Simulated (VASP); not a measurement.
A run of VASP 6.6.1 is set up as follows.

INCAR

```
SYSTEM = Zn4HSe4
ALGO     = Normal         ! electronic algorithm
EDIFF    = 1E-6           ! SCF threshold, eV
ENCUT    = 520            ! plane-wave cutoff, eV
GGA      = PS             ! functional
ISIF     = 2              ! what is computed and relaxed
ISMEAR   = 0              ! smearing method
LASPH    = .TRUE.         ! aspherical terms in the spheres
LCHARG   = .TRUE.         ! write CHGCAR
LELF     = .TRUE.         ! ELF
LREAL    = .FALSE.        ! projectors in reciprocal space
LVHAR    = .TRUE.       
LWAVE    = .FALSE.        ! write WAVECAR
NBANDS   = 46             ! bands
NELECT   = 72.0         
NELM     = 100            ! most SCF steps
PREC     = Accurate       ! precision mode
SIGMA    = 0.05           ! smearing width, eV
```

The input KPOINTS:

```
k-points
0
G
  6 6 6
  0 0 0
```

POSCAR

```
Zn4HSe4
1.0
   -4.0256375597     -4.0256375597      0.0000000000
   -4.0256375597      4.0256375597      0.0000000000
    4.0256375597      0.0000000000     -5.5406228226
Zn Se H
4 4 1
Direct
    0.5000000000      0.5000000000      0.0000000000
    0.0000000000      0.0000000000      0.0000000000
    0.0000000000      0.5000000000      0.0000000000
    0.5000000000      0.0000000000      0.0000000000
    0.1161581573      0.6161581573      0.7323163146
    0.6161581573      0.1161581573      0.7323163146
    0.8838418427      0.8838418427      0.2676836854
    0.3838418427      0.3838418427      0.2676836854
   -0.1250295623      0.3749704377     -0.4197305536
```

Potentials or basis: VASP PAW PBE potentials, release 64 (Zn, Se, H).

Command:

```console
$ cat potpaw_PBE.64/Zn/POTCAR potpaw_PBE.64/Se/POTCAR potpaw_PBE.64/H/POTCAR > POTCAR
$ mpirun -np 1 vasp_std > vasp.out
```

(1) Predict the largest force.

Answers

(1) 1.348 eV/Å.

Caveat: the cell carries a net charge on a neutralising background, which shifts energy and pressure; the PAW data sets were made with another functional, which shifts forces and pressure a little.
